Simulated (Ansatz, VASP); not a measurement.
## TiPt3 in VASP and in Ansatz

File INCAR:

```
ALGO = Normal
EDIFF = 1E-8
ENCUT = 520
GGA = PS
ISIF = 2
ISMEAR = -1
LASPH = True
LCHARG = False
LEFG = True
LREAL = False
LWAVE = False
NBANDS = 29
NELM = 80
PREC = Accurate
SIGMA = 0.05
```

Contents of KPOINTS:

```
k-points
0
Gamma
  9 9 9
```

POSCAR

```
TiPt3
1.0
    3.8970000000      0.0000000000      0.0000000000
    0.0000000000      3.8970000000      0.0000000000
    0.0000000000      0.0000000000      3.9359700000
Ti Pt
1 3
Direct
    0.0000000000      0.0000000000      0.0000000000
    0.0000000000      0.5000000000      0.5000000000
    0.5000000000      0.0000000000      0.5000000000
    0.5000000000      0.5000000000      0.0000000000
```

Input for Ansatz:

```yaml
crystal:
  lattice:
    - [3.897, 0.0, 0.0]
    - [0.0, 3.897, 0.0]
    - [0.0, 0.0, 3.93597]
  atoms:
    - { symbol: Ti, position: [0.0, 0.0, 0.0] }
    - { symbol: Pt, position: [0.0, 0.5, 0.5] }
    - { symbol: Pt, position: [0.5, 0.0, 0.5] }
    - { symbol: Pt, position: [0.5, 0.5, 0.0] }
kpoints:
  mp_grid: { grid: [9, 9, 9] }
scf:
  occupations: { method: fermi_dirac, width: 0.05 }
hamiltonian:
  xc: pbesol
  pseudopotentials: { kind: all_electron, datasets: crystal }
output:
  forces: true
  stress: true
  eigenvalues: true
  efg: { contact_densities: true }
```

Change from the starting cell: zz strain of +1 %, crystal datasets.

Alike in both runs: task electric field gradients; functional PBEsol; k mesh 9 × 9 × 9; occupations fermi-dirac, width 0.05 eV; no spin polarisation.

|  | VASP | Ansatz |
| --- | --- | --- |
| version | VASP 6.6.1 | Ansatz 0.2.0 |
| potentials or method | VASP PAW PBE potentials, release 64 (Ti_sv, Pt), cutoff 520 eV | all-electron PAW with datasets made for the crystal, scalar-relativistic |

Ansatz gave:

```
pressure (GPa)                                                : -2.1
traceless stress, the component that is largest in VASP (GPa) : -1.18
size of Vzz on the site where it differs most (V/Å²)          : 75.6
```

**Question.** What did VASP give for the same quantities?

**Answer.** Pressure (GPa): -2.3; traceless stress, the component that is largest in VASP (GPa): -1.18; size of Vzz on the site where it differs most (V/Å²): 65.9.

VASP's potentials were made for PBE, not for PBEsol. Ansatz ran all-electron here, and VASP with PAW potentials.

Neither program's run includes spin-orbit coupling.
